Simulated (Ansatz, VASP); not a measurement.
## TiH5 in VASP and in Ansatz

```
Ti H
1.0
     3.99305    0.00000    0.00000
    -1.99652    3.45808    0.00000
     0.00000    0.00000    3.72415
Ti H
1 5
Direct
  0.00000 0.00000 0.00000
  0.65997 0.00000 0.50000
  0.66667 0.33333 0.00000
  0.34003 0.34003 0.50000
  0.00000 0.65997 0.50000
  0.33333 0.66667 0.00000
```

Change from the starting cell: species swapped into the MgPt5 type (P-62m, No. 189).

Alike in both runs: task single point; functional PBE; k mesh 6 × 6 × 6; occupations gaussian, width 0.1 eV; no spin polarisation.

|  | VASP | Ansatz |
| --- | --- | --- |
| version | VASP 6.6.1 | Ansatz 0.2.0 |
| potentials or method | VASP PAW PBE potentials, release 64 (Ti_sv, H), cutoff 520 eV | scalar-relativistic, plane waves, PAW |
| valence electrons in the cell | 17 | 17 |

VASP gave:

```
gap on the k mesh at the Fermi level (eV)                     : none
pressure (GPa)                                                : -27.0
traceless stress, the component that is largest in VASP (GPa) : -6.97
rms of the force components (eV/Å)                            : 0.431
```

Task: Which values does Ansatz return?

Result: gap on the k mesh at the Fermi level (eV): none; pressure (GPa): -26.9; traceless stress, the component that is largest in VASP (GPa): -7.00; rms of the force components (eV/Å): 0.432.

Atom by atom the forces differ by 0.001 eV/Å (rms over components). A gap of «none» marks a metal or a gap that the smearing closes. The functional is the same, so the differences come from potentials, cutoffs and numerics.
